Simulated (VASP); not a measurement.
Here is a VASP 6.6.1 calculation.

Contents of INCAR:

```
PREC = Accurate
ENCUT = 520
EDIFF = 1E-6
ISMEAR = 0
SIGMA = 0.05
LREAL = F
LASPH = T
NELM = 60
ALGO = Normal
ISIF = 2
LWAVE = F
LCHARG = F
GGA = PS
NBANDS = 66
```

The input KPOINTS:

```
regular mesh
0
Gamma
  9 9 9
```

Contents of POSCAR:

```
W
1.0
    5.0316530551      0.0000000000      0.0000000000
    0.0000000000      5.0316530551      0.0000000000
    0.0000000000      0.0000000000      5.0316530551
W
8
Direct
    0.5000000000      0.2500000000      0.0000000000
    0.5000000000      0.7500000000      0.0000000000
    0.7500000000      0.0000000000      0.5000000000
    0.2500000000      0.0000000000      0.5000000000
    0.0000000000      0.5000000000      0.7500000000
    0.0000000000      0.5000000000      0.2500000000
    0.5000000000      0.5000000000      0.5000000000
    0.0000000000      0.0000000000      0.0000000000
```

Potentials or basis: VASP PAW PBE potentials, release 64 (W_sv).

Run with:

```console
$ cat potpaw_PBE.64/W_sv/POTCAR > POTCAR
$ mpirun -np 1 vasp_std > vasp.out
```

**Question.** What does it give for the pressure?

**Answer.** 1.0 GPa.

**Question.** Estimate the band gap on the k mesh.

**Answer.** Zero (bands 56 and 57 overlap by 0.80 eV).

Caveat: the PAW data sets were made with another functional, which shifts forces and pressure a little; spin-orbit coupling is left out, which moves the levels of the heavy elements.
